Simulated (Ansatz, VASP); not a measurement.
Two plane-wave programs on ZnAu

```
CELL_PARAMETERS angstrom
3.19053 0.00000 0.00000
0.00000 3.19053 0.00000
0.00000 0.00000 3.19053
ATOMIC_POSITIONS crystal
Zn 0.50000 0.50000 0.50000
Au 0.00000 0.00000 0.00000
```

Alike in both runs: task relaxation of cell and atoms; functional PBE; dispersion D3(BJ); k mesh 18 × 18 × 18; occupations gaussian, width 0.1 eV; no spin polarisation.

|  | VASP | Ansatz |
| --- | --- | --- |
| version | VASP 6.6.1 | Ansatz 0.2.0 |
| potentials or method | VASP PAW PBE potentials, release 64 (Zn, Au), cutoff 600 eV | scalar-relativistic, plane waves, PAW |
| valence electrons in the cell | 23 | 31 |

VASP gave:

- gap on the k mesh at the Fermi level, each at its own relaxed structure (eV): none
- relaxed volume (Å³/atom): 15.50
- relaxed length of the cell vector where the two differ most in proportion (Å): 3.141

What did Ansatz give for the same quantities?

gap on the k mesh at the Fermi level, each at its own relaxed structure (eV): none; relaxed volume (Å³/atom): 15.48; relaxed length of the cell vector where the two differ most in proportion (Å): 3.140.

A gap of «none» marks a metal or a gap that the smearing closes. VASP's potentials hold 23 valence electrons a cell and Ansatz's 31, so a difference there can come from the potentials and not from the codes.

Spin-orbit coupling is off throughout.
